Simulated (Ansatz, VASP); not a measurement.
**Te in VASP and in Ansatz**

Contents of INCAR:

```
SYSTEM = Te
  ALGO = Normal
  EDIFF = 1E-7
  ENCUT = 520
  GGA = PS
  ISIF = 2
  ISMEAR = -1
  LASPH = .True.
  LCHARG = .True.
  LELF = .True.
  LREAL = .False.
  LVHAR = .True.
  LWAVE = .False.
  NBANDS = 16
  NELM = 80
  PREC = Accurate
  SIGMA = 0.05
```

File KPOINTS:

```
k-points
0
Gamma
  7 7 5
  0 0 0
```

File POSCAR:

```
Te
1.0
    3.7946491296     -2.1337846985      0.0000000000
    3.7946491296      2.1337846985      0.0000000000
   -0.0936580236      0.0000000000      5.9359814536
Te
3
Direct
    0.0000000000      0.0000000000      0.0000000000
    0.3094466100      0.3094466100      0.3388094900
    0.6905533900      0.6905533900      0.6611905100
```

File input.yaml:

```yaml
crystal:
  lattice:
    - [3.7946491296, -2.1337846985, 0.0]
    - [3.7946491296, 2.1337846985, 0.0]
    - [-0.0936580236, 0.0, 5.9359814536]
  atoms:
    - { symbol: Te, position: [0.0, 0.0, 0.0] }
    - { symbol: Te, position: [0.30944661, 0.30944661, 0.33880949] }
    - { symbol: Te, position: [0.69055339, 0.69055339, 0.66119051] }
hamiltonian:
  xc: pbesol
  pseudopotentials: { kind: paw }
kpoints:
  mp_grid: { grid: [7, 7, 5] }
scf:
  occupations: { method: fermi_dirac, width: 0.05 }
output:
  forces: true
  stress: true
  eigenvalues: true
  write_density: true
  write_potential: true
  elf: true
  volumetric_format: npy
```

Alike in both runs: task single point; functional PBEsol; k mesh 7 × 7 × 5; occupations fermi-dirac, width 0.05 eV; no spin polarisation.

|  | VASP | Ansatz |
| --- | --- | --- |
| version | VASP 6.6.1 | Ansatz 0.2.0 |
| potentials or method | VASP PAW PBE potentials, release 64 (Te) | Ansatz PAW |
| plane-wave cutoff (eV) | 520 | 420 |
| valence electrons in the cell | 18 | 48 |

|  | VASP | Ansatz | Ansatz less VASP |
| --- | --- | --- | --- |
| pressure (GPa) | -0.8 | -0.9 | -0.05 |
| traceless stress, the component that is largest in VASP (GPa) | -0.15 | -0.13 | +0.017 |
| rms of the force components (eV/Å) | 0.074 | 0.069 | -0.0048 |

VASP's potentials were made for PBE, not for PBEsol. Atom by atom the forces differ by 0.005 eV/Å (rms over components). VASP's potentials hold 18 valence electrons a cell and Ansatz's 48, so a difference there can come from the potentials and not from the codes.

Spin-orbit coupling is off throughout.
